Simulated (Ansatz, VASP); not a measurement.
**One calculation of BeSn2, two programs**

```
CELL_PARAMETERS angstrom
3.95702 0.00000 0.00000
-1.97851 3.42688 0.00000
0.00000 0.00000 4.91283
ATOMIC_POSITIONS crystal
Be 0.00000 0.00000 0.50000
Sn 0.33333 0.66667 0.74712
Sn 0.66667 0.33333 0.25288
```

Alike in both runs: functional PBE; k mesh 18 × 18 × 8; occupations gaussian, width 0.1 eV; no spin polarisation.

Ansatz relaxed the structure, and its values are those at the end. VASP's run is a single point on that final structure, the one shown.

|  | VASP | Ansatz |
| --- | --- | --- |
| version | VASP 6.6.1 | Ansatz 0.2.0 |
| potentials or method | VASP PAW PBE potentials, release 64 (Be, Sn_d), cutoff 520 eV | scalar-relativistic, plane waves, PAW |
| valence electrons in the cell | 30 | 30 |

Ansatz gave:

```
gap on the k mesh at the Fermi level (eV) : none
pressure (GPa)                            : 0.0
```

What did VASP give for the same quantities?

gap on the k mesh at the Fermi level (eV): none; pressure (GPa): -0.1.

A gap of «none» marks a metal or a gap that the smearing closes.
